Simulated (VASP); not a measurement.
# Fe (Immm) in VASP: further runs

The runs below take Fe through single point, with PBE.

Everything below comes from runs of VASP 6.6.1. Logs are shortened: lines on timing, memory, paths and dates and some standing lists are left out, and cuts for length are marked.

## 1. The cell of the first run

It takes space group Immm (No. 71, orthorhombic). Conventional cell: a = 2.832 Å, b = 2.935 Å, c = 2.964 Å, α = 90.00°, β = 90.00°, γ = 90.00°. Within 3.3 Å of Fe (site symmetry mmm) lie 14 Fe at 2.52 to 2.96 Å.

## 2. Single point, PBE, collinear spin, ferromagnetic start (normal strain along x +0.0367, normal strain along z +0.0467)

File INCAR:

```
  PREC = Accurate
  ENCUT = 520
  EDIFF = 1E-7
  ISMEAR = 0
  SIGMA = 0.15
  LREAL = False
  LASPH = True
  NELM = 150
  ALGO = Fast
  ISIF = 2
  LWAVE = False
  LCHARG = False
  ISPIN = 2
  MAGMOM = 2.44
  LORBIT = 11
  LMAXMIX = 4
  GGA = PE
  NBANDS = 14
```

File KPOINTS:

```
regular mesh
0
Gamma
  10 10 10
```

File POSCAR:

```
Fe
1.0
   -1.4677340298      1.4157750842      1.4818917806
    1.4677340298     -1.4157750842      1.4818917806
    1.4677340298      1.4157750842     -1.4818917806
Fe
1
Direct
    0.0000000000      0.0000000000      0.0000000000
```

Potentials or basis: VASP PAW PBE potentials, release 64 (Fe).

Started as:

```console
$ cat potpaw_PBE.64/Fe/POTCAR > POTCAR
$ mpirun -np 1 vasp_std > vasp.out
```

OUTCAR:

```text
PREC = Accurate
   ENCUT = 520
   EDIFF = 1E-7
   ISMEAR = 0
   LREAL = False
   LASPH = True
   NELM = 150
   ISIF = 2
   ISPIN = 2
   LORBIT = 11
   GGA = PE

 ion  position               nearest neighbor table
   1  0.000  0.000  0.000-

  LATTYP: Found a body centered orthorhombic cell.
 ALAT       =     2.8315501684
 B/A-ratio  =     1.0367000000
 C/A-ratio  =     1.0467000000

  Lattice vectors:

 A1 = (   1.4677340298,  -1.4157750842,  -1.4818917806)
 A2 = (  -1.4677340298,   1.4157750842,  -1.4818917806)
 A3 = (   1.4677340298,   1.4157750842,   1.4818917806)

Analysis of symmetry for initial positions (statically):
=====================================================================
 Subroutine PRICEL returns:
 Original cell was already a primitive cell.

 Routine SETGRP: Setting up the symmetry group for a
 body centered orthorhombic supercell.

 Subroutine GETGRP returns: Found  8 space group operations
 (whereof  8 operations were pure point group operations)
 out of a pool of  8 trial point group operations.

The static configuration has the point symmetry D_2h.

Analysis of symmetry for dynamics (positions and initial velocities):
=====================================================================
 Subroutine PRICEL returns:
 Original cell was already a primitive cell.

 Routine SETGRP: Setting up the symmetry group for a
 body centered orthorhombic supercell.

 Subroutine GETGRP returns: Found  8 space group operations
 (whereof  8 operations were pure point group operations)
 out of a pool of  8 trial point group operations.

The dynamic configuration has the point symmetry D_2h.

Analysis of structural, dynamic, and magnetic symmetry:
=====================================================================
 Subroutine PRICEL returns:
 Original cell was already a primitive cell.

 Routine SETGRP: Setting up the symmetry group for a
 body centered orthorhombic supercell.

 Subroutine GETGRP returns: Found  8 space group operations
 (whereof  8 operations were pure point group operations)
 out of a pool of  8 trial point group operations.

The overall configuration has the point symmetry D_2h.

 Subroutine INISYM returns: Found  8 space group operations
 (whereof  8 operations are pure point group operations),
 and found     1 'primitive' translations

----------------------------------------------------------------------------------------

                                     Primitive cell

  volume of cell :      12.3174

  direct lattice vectors                    reciprocal lattice vectors
    -1.467734030  1.415775084  1.481891781     0.000000000  0.353163441  0.337406555
     1.467734030 -1.415775084  1.481891781     0.340661176  0.000000000  0.337406555
     1.467734030  1.415775084 -1.481891781     0.340661176  0.353163441  0.000000000

  length of vectors
     2.520846191  2.520846191  2.520846191     0.488433822  0.479471813  0.490687734

  position of ions in fractional coordinates (direct lattice)
     0.000000000  0.000000000  0.000000000

  ion indices of the primitive-cell ions
   primitive index   ion index
                 1           1

----------------------------------------------------------------------------------------

 KPOINTS: regular mesh

Automatic generation of k-mesh.
 Grid dimensions read from file:
 generate k-points for:   10   10   10

 Generating k-lattice:

  Cartesian coordinates                     Fractional coordinates (reciprocal lattice)
     0.000000000  0.035316344  0.033740655     0.100000000  0.000000000 -0.000000000
     0.034066118  0.000000000  0.033740655     0.000000000  0.100000000 -0.000000000
     0.034066118  0.035316344  0.000000000     0.000000000  0.000000000  0.100000000

  Length of vectors
     0.048843382  0.047947181  0.049068773

  Shift w.r.t. Gamma in fractional coordinates (k-lattice)
     0.000000000  0.000000000  0.000000000

 Subroutine IBZKPT returns following result:
 ===========================================

 Found    171 irreducible k-points:

 Following reciprocal coordinates:
            Coordinates               Weight
  0.000000  0.000000  0.000000      1.000000
  0.100000  0.000000 -0.000000      4.000000
  0.200000  0.000000 -0.000000      4.000000
  0.300000  0.000000  0.000000      4.000000
  0.400000  0.000000  0.000000      4.000000
  0.500000 -0.000000  0.000000      2.000000
[... 16 lines left out ...]
 -0.400000  0.200000  0.000000      8.000000
 -0.300000  0.200000  0.000000      8.000000
 [... further k-points ...]
   k-points           NKPTS =    171   k-points in BZ     NKDIM =    171   number of bands    NBANDS=     14
   number of dos      NEDOS =    301   number of ions     NIONS =      1
   total plane-waves  NPLWV =   8000
   dimension x,y,z NGX =    20 NGY =   20 NGZ =   20
   dimension x,y,z NGXF=    40 NGYF=   40 NGZF=   40
   ions per type =               1
   NGX,Y,Z   is equivalent  to a cutoff of  13.19, 13.19, 13.19 a.u.
   NGXF,Y,Z  is equivalent  to a cutoff of  26.38, 26.38, 26.38 a.u.
 SYSTEM =  unknown system
   PREC   = accura    normal or accurate (medium, high low for compatibility)
   ISTART =      0    job   : 0-new  1-cont  2-samecut
   ICHARG =      2    charge: 1-file 2-atom 10-const
   ISPIN  =      2    spin polarized calculation?
   LNONCOLLINEAR =      F non collinear calculations
   LSORBIT =      F    spin-orbit coupling
   LASPH  =      T    aspherical Exc in radial PAW
   ENCUT  =  520.0 eV  38.22 Ry    6.18 a.u.   4.69  4.69  4.69*2*pi/ulx,y,z
   NELM   =    150;   NELMIN=  2; NELMDL= -5     # of ELM steps
   EDIFF  = 0.1E-06   stopping-criterion for ELM
   LREAL  =      F    real-space projection
   EDIFFG = 0.1E-05   stopping-criterion for IOM
   NSW    =      0    number of steps for IOM
   IBRION =     -1    ionic relax: 0-MD 1-quasi-New 2-CG
   NFREE  =      0    steps in history (QN), initial steepest desc. (CG)
   ISIF   =      2    stress and relaxation
   ISYM   =      2    0-nonsym 1-usesym 2-fastsym
   POTIM  = 0.5000    time-step for ionic-motion
   TEBEG  =    0.0;   TEEND  =   0.0 temperature during run
   PSTRESS=    0.0 pullay stress
   NELECT =       8.0000    total number of electrons
   NUPDOWN=      -1.0000    fix difference up-down
   EMIN   =  10.00;   EMAX   =-10.00  energy-range for DOS
   EFERMI =   0.00;   METHOD = LEGACY
   ISMEAR =     0;   SIGMA  =   0.15  broadening in eV -4-tet -1-fermi 0-gaus
   EFERMI_NEDOS =   21; number of points for ismear=-14 and -15
   IALGO  =     68    algorithm
   IMIX   =      4    mixing-type and parameters
     AMIX     =   0.40;   BMIX     =  1.00
     AMIX_MAG =   1.60;   BMIX_MAG =  1.00
  volume/ion in A,a.u.               =      12.32        83.12
  Fermi-wavevector in a.u.,A,eV,Ry     =   1.417747  2.679154 27.347806  2.010007
  Thomas-Fermi vector in A             =   2.538945
   LORBIT       =     11    0 simple, 1 ext, 2 COOP (PROOUT), +10 PAW based schemes
   GGA     = PE    functional components
   LHFCALC =     F    Hartree Fock is set to
   AEXX    =    0.0000 exact exchange contribution
   IVDW    =     0    specifies the selected vdW correction
   LEPSILON=     F    determine dielectric tensor
   LRPA    =     F    only Hartree local field effects (RPA)
 spin polarized calculation
 RMM-DIIS sequential band-by-band and
 Gauss-broadening in eV      SIGMA  =   0.15
  energy-cutoff  :      520.00
  volume of cell :       12.32
 maximum number of plane-waves:       346
   NGX =  9   NGY =  9   NGZ =  9

 number of electron       7.9999997 magnetization       2.3020185

 Free energy of the ion-electron system (eV)
  ---------------------------------------------------
  ext. energy  EPLUGINS =         0.00000000
  ---------------------------------------------------
  free energy    TOTEN  =        -8.20070485 eV

  energy without entropy =       -8.18742194  energy(sigma->0) =       -8.19406339

 E-fermi :   5.0098     XC(G=0): -12.6620

 val. band max:        5.0086093567   @ k =   0.4000   0.0000   0.0000
 cond. band min:       5.0295649373   @ k =   0.4000   0.5000   0.0000
 fundamental gap:      0.0209555806
 Fermi energy:         5.0097592885

 spin component 1

 k-point     1 :       0.0000    0.0000    0.0000
  band No.  band energies     occupation
      1      -2.9266      1.00000
      2       2.7425      1.00000
      3       2.9067      1.00000
      4       2.9417      1.00000
      5       3.8156      1.00000
      6       4.0129      1.00000
      7      28.8530      0.00000
      8      29.0296      0.00000
      9      29.8974      0.00000
     10      33.5293      0.00000
     11      34.2186      0.00000
     12      34.8523      0.00000
     13      35.1774      0.00000
     14      35.4938      0.00000
[... 375 lines left out ...]
 k-point    24 :      -0.3000    0.2000    0.0000
  band No.  band energies     occupation
      1      -0.4810      1.00000
      2       2.3149      1.00000
      3       2.5892      1.00000
      4       3.7469      1.00000
      5       4.1025      1.00000
      6       4.1718      1.00000
      7      20.3793      0.00000
      8      23.0527      0.00000
      9      25.9695      0.00000
     10      28.9744      0.00000
     11      32.6467      0.00000
     12      33.7505      0.00000
     13      39.2941      0.00000
     14      40.5119      0.00000

 [... further k-points ...]

 spin component 2

 k-point     1 :       0.0000    0.0000    0.0000
  band No.  band energies     occupation
      1      -2.7941      1.00000
      2       4.7136      0.99739
      3       4.9722      0.63836
      4       5.0346      0.40730
      5       6.5906      0.00000
      6       6.9098      0.00000
      7      28.5403      0.00000
      8      28.7262      0.00000
      9      29.5940      0.00000
     10      33.7387      0.00000
     11      34.2685      0.00000
     12      35.4814      0.00000
     13      36.2699      0.00000
     14      36.5979      0.00000
[... 375 lines left out ...]
 k-point    24 :      -0.3000    0.2000    0.0000
  band No.  band energies     occupation
      1      -0.2397      1.00000
      2       4.2015      1.00000
      3       4.5026      1.00000
      4       6.2759      0.00000
      5       6.4656      0.00000
      6       6.9128      0.00000
      7      20.9598      0.00000
      8      23.4481      0.00000
      9      26.5913      0.00000
     10      29.0691      0.00000
     11      33.1219      0.00000
     12      34.1097      0.00000
     13      39.6898      0.00000
     14      40.7484      0.00000

 [... further k-points ...]
[... 5 lines left out ...]
  --------------------------------------------------------------------------------------
  -------------------------------------------------------------------------------------
  Total       -1.0592155     -0.8210604     -1.0787864     -0.0000000      0.0000000      0.0000000
  in kB     -137.7770257   -106.7991011   -140.3227048     -0.0000000      0.0000000      0.0000000
  external PRESSURE =    -128.2996105 kB  Pullay stress =       0.0000000 kB

 VOLUME and BASIS-vectors are now :
 -----------------------------------------------------------------------------
  energy-cutoff  :      520.00
  volume of cell :       12.32
      direct lattice vectors                 reciprocal lattice vectors
    -1.467734030  1.415775084  1.481891781     0.000000000  0.353163441  0.337406555
     1.467734030 -1.415775084  1.481891781     0.340661176  0.000000000  0.337406555
     1.467734030  1.415775084 -1.481891781     0.340661176  0.353163441  0.000000000

 POSITION                                       TOTAL-FORCE (eV/Angst)
 -----------------------------------------------------------------------------------
      0.00000      0.00000      0.00000         0.000000      0.000000     -0.000000
 -----------------------------------------------------------------------------------
    total drift:                                0.000000     -0.000000      0.000000

  FREE ENERGIE OF THE ION-ELECTRON SYSTEM (eV)
  ---------------------------------------------------
  free  energy   TOTEN  =        -8.2007048527 eV

  energy  without entropy=       -8.1874219372  energy(sigma->0) =       -8.19406339

 total charge

# of ion       s       p       d       tot
------------------------------------------
    1        0.453   0.471   6.189   7.114

 magnetization (x)

# of ion       s       p       d       tot
------------------------------------------
    1       -0.016  -0.058   2.392   2.318
```

Run time: 37 s. Hardware: 1 thread of Intel Xeon Platinum 8488C (Sapphire Rapids), shared host; peak memory 0.16 GiB.

Results:

```yaml
Free_energy: -8.2007 eV
Pressure: -12.8 GPa
Net_moment: 2.30 μB per cell
Site_moments: Fe +2.32 μB
Valence_electrons_inside_the_program's_atomic_spheres: Fe 7.11
```

Levels at points of the mesh, in eV from the Fermi level:
Spin up:
| k point | band 2 | band 3 | band 4 | band 5 | band 6 | band 7 | band 8 | band 9 |
| --- | --- | --- | --- | --- | --- | --- | --- | --- |
| (0.00, 0.00, 0.00) | -2.27 | -2.10 | -2.07 | -1.19 | -1.00 | 23.84 | 24.02 | 24.89 |
| (0.50, 0.00, 0.00) | -3.15 | -1.09 | -0.80 | 0.23 | 0.66 | 6.77 | 17.53 | 18.75 |
| (0.00, 0.50, 0.00) | -2.93 | -1.17 | -1.00 | 0.18 | 0.38 | 6.40 | 18.33 | 19.85 |
| (0.50, 0.50, 0.00) | -3.21 | -1.02 | -0.79 | 0.24 | 0.73 | 6.87 | 17.32 | 18.48 |
| (0.50, 0.50, 0.50) | -4.34 | -0.06 | -0.03 | 0.05 | 8.74 | 9.09 | 10.44 | 14.45 |
Spin down:
| k point | band 1 | band 2 | band 3 | band 4 | band 5 | band 6 | band 7 | band 8 |
| --- | --- | --- | --- | --- | --- | --- | --- | --- |
| (0.00, 0.00, 0.00) | -7.80 | -0.30 | -0.04 | 0.02 | 1.58 | 1.90 | 23.53 | 23.72 |
| (0.50, 0.00, 0.00) | -3.15 | -1.33 | 0.72 | 1.63 | 2.04 | 2.58 | 8.18 | 17.55 |
| (0.00, 0.50, 0.00) | -3.19 | -1.04 | 0.42 | 1.40 | 1.92 | 2.57 | 7.82 | 18.28 |
| (0.50, 0.50, 0.00) | -3.14 | -1.41 | 0.79 | 1.71 | 2.05 | 2.58 | 8.27 | 17.36 |
| (0.50, 0.50, 0.50) | -2.52 | -2.45 | 2.31 | 2.31 | 2.32 | 8.98 | 9.33 | 10.69 |

Caveat: the cell differs from its parent crystal (normal strain along x +0.0367, normal strain along z +0.0467).

## 3. Single point, PBE, collinear spin, ferromagnetic start (normal strain along x +0.0367, normal strain along z +0.0700)

File INCAR:

```
PREC = Accurate ; ENCUT = 520
EDIFF = 1E-7 ; ISMEAR = 0
SIGMA = 0.15 ; LREAL = False
LASPH = True ; NELM = 150
ALGO = Normal ; ISIF = 2
LWAVE = False ; LCHARG = False
ISPIN = 2 ; MAGMOM = 2.44
LORBIT = 11 ; LMAXMIX = 4
GGA = PE ; NBANDS = 14
```

File KPOINTS:

```
Automatic mesh
0
Gamma
  10 10 10
```

File POSCAR:

```
Fe
1.0
   -1.4677340298      1.4157750842      1.5148793401
    1.4677340298     -1.4157750842      1.5148793401
    1.4677340298      1.4157750842     -1.5148793401
Fe
1
Direct
    0.0000000000      0.0000000000      0.0000000000
```

Potentials or basis: VASP PAW PBE potentials, release 64 (Fe).

Started as:

```console
$ cat potpaw_PBE.64/Fe/POTCAR > POTCAR
$ mpirun -np 1 vasp_std > vasp.out
```

It took 39 s on 1 thread of Intel Xeon Platinum 8488C (Sapphire Rapids), shared host; peak memory 0.16 GiB.

The run converged. Its results:

```
Free energy                                           : -8.1759 eV
Pressure                                              : -13.6 GPa
Net moment                                            : 2.41 μB per cell
Site moments                                          : Fe +2.43 μB
Valence electrons inside the program's atomic spheres : Fe 7.08
```

Stress tensor (GPa, compression positive):
```
-14.11   0.00   0.00
  0.00 -11.68   0.00
  0.00   0.00 -15.09
```

Levels at points of the mesh, in eV from the Fermi level:
Spin up:
| k point | band 1 | band 2 | band 3 | band 4 | band 5 | band 6 | band 7 | band 8 | band 9 | band 10 |
| --- | --- | --- | --- | --- | --- | --- | --- | --- | --- | --- |
| (0.00, 0.00, 0.00) | -7.85 | -2.31 | -2.15 | -2.04 | -1.28 | -1.01 | 23.32 | 23.85 | 24.78 | 28.03 |
| (0.50, 0.00, 0.00) | -4.44 | -3.10 | -1.22 | -0.82 | 0.10 | 0.58 | 6.48 | 17.47 | 18.61 | 21.97 |
| (0.00, 0.50, 0.00) | -4.43 | -2.89 | -1.29 | -1.03 | 0.06 | 0.30 | 6.10 | 18.29 | 19.69 | 22.76 |
| (0.50, 0.50, 0.00) | -4.45 | -3.27 | -1.01 | -0.81 | 0.15 | 0.81 | 6.79 | 16.79 | 17.72 | 21.33 |
| (0.50, 0.50, 0.50) | -4.36 | -4.26 | -0.20 | -0.12 | -0.03 | 8.06 | 9.17 | 10.51 | 13.97 | 15.07 |
Spin down:
| k point | band 1 | band 2 | band 3 | band 4 | band 5 | band 6 | band 7 |
| --- | --- | --- | --- | --- | --- | --- | --- |
| (0.00, 0.00, 0.00) | -7.71 | -0.24 | 0.02 | 0.22 | 1.53 | 1.97 | 22.99 |
| (0.50, 0.00, 0.00) | -3.03 | -1.15 | 0.64 | 1.58 | 2.07 | 2.59 | 7.96 |
| (0.00, 0.50, 0.00) | -3.08 | -0.86 | 0.35 | 1.37 | 1.94 | 2.59 | 7.60 |
| (0.50, 0.50, 0.00) | -3.00 | -1.39 | 0.88 | 1.84 | 2.09 | 2.62 | 8.26 |
| (0.50, 0.50, 0.50) | -2.41 | -2.32 | 2.34 | 2.35 | 2.37 | 8.32 | 9.43 |

Caveat: the cell differs from its parent crystal (normal strain along x +0.0367, normal strain along z +0.0700).

## 4. Single point, PBE, collinear spin, ferromagnetic start (normal strain along x -0.0367, normal strain along z +0.0233)

File INCAR:

```
PREC = Accurate
ENCUT = 520
EDIFF = 1E-7
ISMEAR = 0
SIGMA = 0.15
LREAL = False
LASPH = True
NELM = 150
ALGO = Normal
ISIF = 2
LWAVE = False
LCHARG = False
ISPIN = 2
MAGMOM = 2.44
LORBIT = 11
LMAXMIX = 4
GGA = PE
NBANDS = 14
```

KPOINTS is that of step 3.

File POSCAR:

```
Fe
1.0
   -1.3638161386      1.4157750842      1.4487626437
    1.3638161386     -1.4157750842      1.4487626437
    1.3638161386      1.4157750842     -1.4487626437
Fe
1
Direct
    0.0000000000      0.0000000000      0.0000000000
```

Started as:

```console
$ cat potpaw_PBE.64/Fe/POTCAR > POTCAR
$ mpirun -np 1 vasp_std > vasp.out
```

Wall time 72 s (1 thread of AMD EPYC 7R43 (Zen 3), shared host); peak memory 0.12 GiB.

Results (log left out):

```yaml
Free_energy: -8.2419 eV
Pressure: 2.5 GPa
Net_moment: 2.14 μB per cell
Site_moments: Fe +2.14 μB
Valence_electrons_inside_the_program's_atomic_spheres: Fe 7.30
```

Stress tensor (GPa, compression positive):
```
 8.47  0.00  0.00
 0.00  0.75  0.00
 0.00  0.00 -1.69
```

Levels at points of the mesh, in eV from the Fermi level:
Spin up:
```tsv
k point	band 2	band 3	band 4	band 5	band 6	band 7	band 8	band 9
(0.00, 0.00, 0.00)	-2.53	-2.30	-2.19	-1.27	-1.00	24.52	24.97	25.95
(0.50, 0.00, 0.00)	-3.22	-1.27	-1.01	0.22	0.35	7.13	19.22	21.54
(0.00, 0.50, 0.00)	-3.49	-1.18	-0.74	0.39	0.55	7.54	18.39	20.30
(0.50, 0.50, 0.00)	-3.65	-1.00	-0.72	0.42	0.74	7.78	17.90	19.58
(0.50, 0.50, 0.50)	-4.90	0.06	0.11	0.18	8.96	9.84	11.34	15.18
```
Spin down:
| k point | band 1 | band 2 | band 3 | band 4 | band 5 | band 6 | band 7 | band 8 |
| --- | --- | --- | --- | --- | --- | --- | --- | --- |
| (0.00, 0.00, 0.00) | -8.39 | -0.74 | -0.43 | -0.27 | 1.36 | 1.79 | 24.26 | 24.73 |
| (0.50, 0.00, 0.00) | -3.80 | -1.50 | 0.31 | 1.17 | 1.78 | 2.54 | 8.48 | 19.20 |
| (0.00, 0.50, 0.00) | -3.77 | -1.83 | 0.65 | 1.40 | 1.96 | 2.55 | 8.88 | 18.43 |
| (0.50, 0.50, 0.00) | -3.76 | -2.03 | 0.85 | 1.62 | 1.99 | 2.56 | 9.11 | 17.98 |
| (0.50, 0.50, 0.50) | -3.24 | -3.11 | 2.24 | 2.25 | 2.27 | 9.21 | 10.09 | 11.60 |

Caveat: the cell differs from its parent crystal (normal strain along x -0.0367, normal strain along z +0.0233).

## 5. Summary

| cell | gap on the mesh (eV) | pressure (GPa) | moment (μB) |
| --- | --- | --- | --- |
| a = 2.521 Å, angles 108.8, 111.7, 108.0°, 1 atom | none | -12.8 | 2.30 |
| a = 2.540 Å, angles 109.4, 112.3, 106.8°, 1 atom | none | -13.6 | 2.41 |
| a = 2.442 Å, angles 112.1, 109.1, 107.2°, 1 atom | none | 2.5 | 2.14 |

Alike in all rows: task single point; level PBE; potentials or basis VASP PAW PBE potentials, release 64 (Fe); spin collinear, ferromagnetic start; k mesh 10 × 10 × 10; cutoff (eV) 520; smearing gaussian 0.15 eV.

Absolute energies hang on the potentials; compare differences alone.
